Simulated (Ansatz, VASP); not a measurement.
# Al: VASP beside Ansatz

INCAR

```
SYSTEM = Al
  ALGO = Fast
  EDIFF = 1E-6
  ENCUT = 520
  GGA = PS
  ISIF = 2
  ISMEAR = 0
  LASPH = .True.
  LCHARG = .True.
  LELF = .True.
  LREAL = .False.
  LVHAR = .True.
  LWAVE = .False.
  NBANDS = 8
  NELM = 100
  PREC = Accurate
  SIGMA = 0.15
```

KPOINTS

```
k-points
0
Gamma
  20 20 20
  0 0 0
```

The input POSCAR:

```
Al
1.0
    0.0000000000      1.9632606000      2.0239800000
    1.9632606000      0.0000000000      2.0239800000
    1.9632606000      1.9632606000      0.0000000000
Al
1
Direct
    0.0000000000      0.0000000000      0.0000000000
```

Input for Ansatz:

```yaml
crystal:
  lattice:
    - [0.0, 1.9632606, 2.02398]
    - [1.9632606, 0.0, 2.02398]
    - [1.9632606, 1.9632606, 0.0]
  atoms:
    - { symbol: Al, position: [0.0, 0.0, 0.0] }
basis:
  ecutwfc: 420
kpoints:
  mp_grid: { grid: [20, 20, 20] }
hamiltonian:
  xc: pbesol
scf:
  occupations: { method: gaussian, width: 0.15 }
output:
  forces: true
  stress: true
  eigenvalues: true
```

Change from the starting cell: strain -0.030 along x and y, +0.000 along z, atoms carried along.

Alike in both runs: task single point; functional PBEsol; k mesh 20 × 20 × 20; occupations gaussian, width 0.15 eV; no spin polarisation.

|  | VASP | Ansatz |
| --- | --- | --- |
| version | VASP 6.6.1 | Ansatz 0.2.0 |
| potentials or method | VASP PAW PBE potentials, release 64 (Al), cutoff 520 eV | scalar-relativistic, plane waves, PAW |
| valence electrons in the cell | 3 | 3 |

Ansatz gave:

* gap on the k mesh at the Fermi level (eV): none
* pressure (GPa): 3.3
* traceless stress, the component that is largest in VASP (GPa): -1.32

Q: Estimate VASP's values.

A: gap on the k mesh at the Fermi level (eV): none; pressure (GPa): 3.3; traceless stress, the component that is largest in VASP (GPa): -1.33.

VASP's potentials were made for PBE, not for PBEsol. A gap of «none» marks a metal or a gap that the smearing closes.
